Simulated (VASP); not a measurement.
Here is a VASP 6.6.1 calculation.

File INCAR:

```
SYSTEM = HfO2
  ALGO = Normal
  EDIFF = 1E-6
  ENCUT = 520
  GGA = PE
  ISIF = 2
  ISMEAR = 0
  LASPH = .True.
  LCHARG = .False.
  LREAL = .False.
  LWAVE = .False.
  NBANDS = 56
  NELM = 60
  PREC = Accurate
  SIGMA = 0.05
```

The input KPOINTS:

```
k-points
0
Gamma
  6 6 6
  0 0 0
```

Contents of POSCAR:

```
HfO2
1.0
    5.0976115212      0.0000000000      0.0000000000
    0.0000000000     -5.0976115212      0.0000000000
    0.0000000000      0.0000000000     -5.0976115212
Hf O
4 8
Direct
   -0.0332912045      0.9667087955      1.0000000000
    0.5000000000      0.5000000000      1.0000000000
    0.5000000000      1.0000000000      0.5000000000
    0.0000000000      0.5000000000      0.5000000000
    0.2500000000      0.2500000000      0.2500000000
    0.7500000000      0.7500000000      0.2500000000
    0.7500000000      0.2500000000      0.7500000000
    0.2500000000      0.7500000000      0.7500000000
    0.7500000000      0.7500000000      0.7500000000
    0.2500000000      0.2500000000      0.7500000000
    0.2500000000      0.7500000000      0.2500000000
    0.7500000000      0.2500000000      0.2500000000
```

Potentials or basis: VASP PAW PBE potentials, release 64 (Hf_pv, O).

The run is started by

```console
$ cat potpaw_PBE.64/Hf_pv/POTCAR potpaw_PBE.64/O/POTCAR > POTCAR
$ mpirun -np 1 vasp_std > vasp.out
```

(1) Predict the band gap on the k mesh.

(2) Predict the pressure.

(3) Predict the largest force.

Answers

(1) 3.37 eV.

(2) -1.8 GPa.

(3) 3.961 eV/Å.

Caveat: the cell differs from its parent crystal (atom 1 (Hf) moved +0.240 Å towards its neighbour atom 2 (Hf) at 3.605 Å); spin-orbit coupling is left out, which moves the levels of the heavy elements; forces of over 1 eV/Å act on the atoms, so gaps and moduli don't describe the material at rest.
